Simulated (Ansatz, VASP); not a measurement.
Two plane-wave programs on ZrO2

```xyz
6
Lattice="3.5961 0.0000 0.0000 0.0000 3.5961 0.0000 0.0000 0.0000 5.1770" Properties=species:S:1:pos:R:3 pbc="T T T"
Zr    0.0000    0.0000    0.0000
Zr    1.7980    1.7980    2.5885
O     0.0000    1.7980    1.0509
O     0.0000    1.7980    3.6394
O     1.7980    0.0000    1.5376
O     1.7980    0.0000    4.1261
```

Alike in both runs: task single point; functional PBE; k mesh 5 × 5 × 4; no spin polarisation.

```csv
,VASP,Ansatz
version,VASP 6.6.1,Ansatz 0.2.0
potentials or method,"VASP PAW PBE potentials, release 64 (Zr_sv, O), cutoff 600 eV","plane waves, PAW"
occupations,"gaussian, width 0.01 eV",fixed
valence electrons in the cell,48,48
```

|  | VASP | Ansatz | Ansatz less VASP |
| --- | --- | --- | --- |
| gap on the k mesh at the Fermi level (eV) | 4.01 | 4.01 | +0.007 |
